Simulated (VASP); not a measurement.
# CO2 (Cmce) in VASP: notebook, part 2 of 2

VASP 6.6.1.

### 4 Single point, PBE (strained)

Contents of INCAR:

```
SYSTEM = CO2
PREC     = Accurate       ! precision mode
ENCUT    = 520            ! plane-wave cutoff, eV
EDIFF    = 1E-6           ! SCF threshold, eV
ISMEAR   = 0              ! smearing method
SIGMA    = 0.02           ! smearing width, eV
LREAL    = .FALSE.        ! projectors in reciprocal space
LASPH    = .TRUE.         ! aspherical terms in the spheres
NELM     = 100            ! most SCF steps
ALGO     = Normal         ! electronic algorithm
ISIF     = 2              ! what is computed and relaxed
LWAVE    = .FALSE.        ! write WAVECAR
LCHARG   = .FALSE.        ! write CHGCAR
GGA      = PE             ! functional
NBANDS   = 25             ! bands
```

Contents of KPOINTS:

```
Automatic mesh
0
G
  6 6 4
  0 0 0
```

Contents of POSCAR:

```
CO2
1.0
    2.6897628964     -2.5474995705      0.0000000000
    2.6897628964      2.5474995705      0.0000000000
    0.0000000000      0.0000000000      6.5456757081
C O
2 4
Direct
    0.0000000000      0.0000000000      0.0000000000
    0.5000000000      0.5000000000      0.5000000000
    0.8072451492      0.1927548508      0.8973956390
    0.1927548508      0.8072451492      0.1026043610
    0.6927548508      0.3072451492      0.3973956390
    0.3072451492      0.6927548508      0.6026043610
```

Potentials or basis: VASP PAW PBE potentials, release 64 (C, O).

On the command line:

```sh
cat potpaw_PBE.64/C/POTCAR potpaw_PBE.64/O/POTCAR > POTCAR
mpirun -np 1 vasp_std > vasp.out
```

OUTCAR:

```text
SYSTEM = CO2
   PREC = Accurate
   ENCUT = 520
   EDIFF = 1E-6
   ISMEAR = 0
   LREAL = .FALSE.
   LASPH = .TRUE.
   NELM = 100
   ISIF = 2
   GGA = PE

 ion  position               nearest neighbor table
   1  0.000  0.000  0.000-   3 1.19   4 1.19
   2  0.500  0.500  0.500-   5 1.19   6 1.19
   3  0.807  0.193  0.897-   1 1.19
   4  0.193  0.807  0.103-   1 1.19
   5  0.693  0.307  0.397-   2 1.19
   6  0.307  0.693  0.603-   2 1.19

  LATTYP: Found a base centered orthorhombic cell.
[... 880 lines left out ...]
  -------------------------------------------------------------------------------------
  Total        0.8884007     -4.3950487     -1.5837329      0.0000000     -0.0000000      0.0000000
  in kB       15.8674408    -78.4985569    -28.2865461      0.0000000     -0.0000000      0.0000000
  external PRESSURE =     -30.3058874 kB  Pullay stress =       0.0000000 kB

 VOLUME and BASIS-vectors are now :
 -----------------------------------------------------------------------------
  energy-cutoff  :      520.00
  volume of cell :       89.70
      direct lattice vectors                 reciprocal lattice vectors
     2.689762896 -2.547499570  0.000000000     0.185889991 -0.196270887  0.000000000
     2.689762896  2.547499570  0.000000000     0.185889991  0.196270887  0.000000000
     0.000000000  0.000000000  6.545675708     0.000000000  0.000000000  0.152772616

 POSITION                                       TOTAL-FORCE (eV/Angst)
 -----------------------------------------------------------------------------------
      0.00000      0.00000      0.00000         0.000000      0.000000      0.000000
      2.68976      0.00000      3.27284         0.000000      0.000000      0.000000
      2.68976     -1.56541      5.87406         0.000000     -1.243894      0.810160
      2.68976      1.56541      0.67161         0.000000      1.243894     -0.810160
      2.68976     -0.98209      2.60122         0.000000      1.243894      0.810160
      2.68976      0.98209      3.94445         0.000000     -1.243894     -0.810160
 -----------------------------------------------------------------------------------
    total drift:                                0.000000     -0.000000      0.000000

  FREE ENERGIE OF THE ION-ELECTRON SYSTEM (eV)
  ---------------------------------------------------
  free  energy   TOTEN  =       -45.9874314777 eV

  energy  without entropy=      -45.9874314777  energy(sigma->0) =      -45.98743148
```

OSZICAR:

```text
N       E                     dE             d eps       ncg     rms          rms(c)
DAV:   1     0.170941053512E+03    0.17094E+03   -0.16730E+04  1950   0.117E+03
DAV:   2    -0.375606725291E+02   -0.20850E+03   -0.19899E+03  2731   0.270E+02
DAV:   3    -0.488855388041E+02   -0.11325E+02   -0.11239E+02  2283   0.645E+01
DAV:   4    -0.489838529612E+02   -0.98314E-01   -0.98225E-01  2452   0.696E+00
DAV:   5    -0.489850437155E+02   -0.11908E-02   -0.11906E-02  2416   0.751E-01    0.131E+01
DAV:   6    -0.462283744941E+02    0.27567E+01   -0.73539E+00  2174   0.197E+01    0.600E+00
DAV:   7    -0.460449908514E+02    0.18338E+00   -0.43584E-01  2338   0.486E+00    0.336E+00
DAV:   8    -0.459931285987E+02    0.51862E-01   -0.27060E-01  2547   0.314E+00    0.703E-01
DAV:   9    -0.459871343458E+02    0.59943E-02   -0.16324E-02  2355   0.934E-01    0.290E-01
DAV:  10    -0.459872742595E+02   -0.13991E-03   -0.50290E-03  2506   0.448E-01    0.491E-02
DAV:  11    -0.459874075183E+02   -0.13326E-03   -0.96290E-05  2166   0.719E-02    0.161E-02
DAV:  12    -0.459874313065E+02   -0.23788E-04   -0.16991E-05  2510   0.304E-02    0.420E-03
DAV:  13    -0.459874314777E+02   -0.17120E-06   -0.94360E-07  1712   0.714E-03
   1 F= -.45987431E+02 E0= -.45987431E+02  d E =-.100219E-34
```

Wall time 64 s (1 thread of Intel Xeon Platinum 8259CL at 2.50GHz (Skylake/Cascade Lake), shared host); peak memory 0.22 GiB.

What came out:

```
Free energy            : -45.9874 eV
Pressure               : -3.0 GPa
Largest force          : 1.484 eV/Å
Band gap on the k mesh : 6.28 eV (least direct gap 6.77 eV)
```

Forces in eV/Å, atoms in the order of the input:
```
C    0.000  0.000  0.000
C    0.000  0.000  0.000
O    0.000 -1.244  0.810
O    0.000  1.244 -0.810
O    0.000  1.244  0.810
O    0.000 -1.244 -0.810
```

Levels at points of the mesh, in eV from the valence-band top:
```csv
k point,band 13,band 14,band 15,band 16,band 17,band 18,band 19,band 20
"(0.00, 0.00, 0.00)",-1.01,-0.88,-0.65,-0.49,6.28,6.82,7.44,7.45
"(0.50, 0.00, 0.00)",-0.70,-0.70,-0.29,-0.29,7.24,7.24,8.08,8.08
"(0.50, 0.50, 0.00)",-0.93,-0.50,-0.27,0.00,7.47,8.36,8.40,8.43
"(0.00, 0.00, 0.50)",-0.83,-0.83,-0.67,-0.67,7.12,7.12,7.42,7.42
"(0.50, 0.00, 0.50)",-0.78,-0.78,-0.26,-0.26,7.30,7.30,8.14,8.14
"(0.50, 0.50, 0.50)",-0.61,-0.61,-0.23,-0.23,7.92,7.92,8.38,8.38
```

Caveat: the cell differs from its parent crystal (strained); the stress differs along the axes, from -8 to 2 GPa; this functional lacks dispersion, which holds the molecules together, so the pressure and a relaxed volume are unreliable; forces of over 1 eV/Å act on the atoms, so gaps and moduli don't describe the material at rest.

### 5 Single point, PBE (strained)

Contents of INCAR:

```
ALGO = Normal
EDIFF = 1E-7
ENCUT = 520
GGA = PE
ISIF = 2
ISMEAR = 0
LASPH = True
LCHARG = False
LREAL = False
LWAVE = False
NBANDS = 25
NELM = 100
PREC = Accurate
SIGMA = 0.02
```

Contents of KPOINTS:

```
k-points
0
Gamma
  6 6 4
```

Contents of POSCAR:

```
CO2
1.0
    2.6942703046     -2.6003083745      0.0000000000
    2.6942703046      2.6003083745      0.0000000000
    0.0000000000      0.0000000000      6.8258941287
C O
2 4
Direct
    0.0000000000      0.0000000000      0.0000000000
    0.5000000000      0.5000000000      0.5000000000
    0.8301265933      0.1698734067      0.8990967678
    0.1698734067      0.8301265933      0.1009032322
    0.6698734067      0.3301265933      0.3990967678
    0.3301265933      0.6698734067      0.6009032322
```

On the command line:

```sh
cat potpaw_PBE.64/C/POTCAR potpaw_PBE.64/O/POTCAR > POTCAR
mpirun -np 1 vasp_std > vasp.out
```

Wall time 89 s (1 thread of Intel Xeon Platinum 8259CL at 2.50GHz (Skylake/Cascade Lake), shared host); peak memory 0.22 GiB.

Results (log left out):

```
Free energy            : -45.3635 eV
Pressure               : 17.4 GPa
Largest force          : 6.867 eV/Å
Band gap on the k mesh : 6.86 eV (least direct gap 7.29 eV)
```

Forces in eV/Å, atoms in the order of the input:
```
C    0.000  0.000  0.000
C    0.000  0.000  0.000
O    0.000  5.411 -4.228
O    0.000 -5.411  4.228
O    0.000 -5.411 -4.228
O    0.000  5.411  4.228
```

Stress tensor (GPa, compression positive):
```
 0.63  0.00  0.00
 0.00 32.15  0.00
 0.00  0.00 19.57
```

Levels at points of the mesh, in eV from the valence-band top:
| k point | band 13 | band 14 | band 15 | band 16 | band 17 | band 18 | band 19 | band 20 |
| --- | --- | --- | --- | --- | --- | --- | --- | --- |
| (0.00, 0.00, 0.00) | -0.80 | -0.65 | -0.52 | -0.43 | 6.86 | 8.31 | 8.82 | 8.91 |
| (0.50, 0.00, 0.00) | -0.58 | -0.58 | -0.23 | -0.23 | 8.63 | 8.63 | 9.47 | 9.47 |
| (0.50, 0.50, 0.00) | -0.68 | -0.42 | -0.20 | 0.00 | 8.89 | 9.64 | 9.78 | 9.81 |
| (0.00, 0.00, 0.50) | -0.66 | -0.66 | -0.53 | -0.53 | 7.84 | 7.84 | 8.60 | 8.60 |
| (0.50, 0.00, 0.50) | -0.63 | -0.63 | -0.20 | -0.20 | 8.68 | 8.68 | 9.52 | 9.52 |
| (0.50, 0.50, 0.50) | -0.45 | -0.45 | -0.20 | -0.20 | 9.28 | 9.28 | 9.72 | 9.72 |

Caveat: the cell differs from its parent crystal (strained); the stress differs along the axes, from 1 to 32 GPa; this functional lacks dispersion, which holds the molecules together, so the pressure and a relaxed volume are unreliable; forces of over 1 eV/Å act on the atoms, so gaps and moduli don't describe the material at rest. A k mesh can miss the band edges.

### 6 Overview

```csv
cell,gap on the mesh (eV),pressure (GPa),largest force (eV/Å)
"a = 3.477, b = 3.477, c = 6.339 Å, angles 90.0, 90.0, 83.8°, 6 atoms, atomic positions A",6.33,-4.1,2.42
"a = 3.556, b = 3.556, c = 6.587 Å, angles 90.0, 90.0, 84.3°, 6 atoms, atomic positions B",6.61,4.3,0.79
"a = 3.705, b = 3.705, c = 6.546 Å, angles 90.0, 90.0, 86.9°, 6 atoms, atomic positions C",6.28,-3.0,1.48
"a = 3.744, b = 3.744, c = 6.826 Å, angles 90.0, 90.0, 88.0°, 6 atoms, atomic positions D",6.86,17.4,6.87
```

Alike in all rows: task single point; level PBE; potentials or basis VASP PAW PBE potentials, release 64 (C, O); no spin polarisation; k mesh 6 × 6 × 4; cutoff (eV) 520; smearing gaussian 0.02 eV.

Caveats: this functional lacks dispersion, which holds the molecules together, so the pressure and a relaxed volume are unreliable; forces of over 1 eV/Å act on the atoms, so gaps and moduli don't describe the material at rest (at least some runs); the stress differs along the axes, from -11 to 3 GPa (at least some runs); the cell stands under pressure (at least some runs); the stress differs along the axes, from -8 to 2 GPa (at least some runs); the stress differs along the axes, from 1 to 32 GPa (at least some runs).

Absolute energies hang on the potentials; compare differences alone.
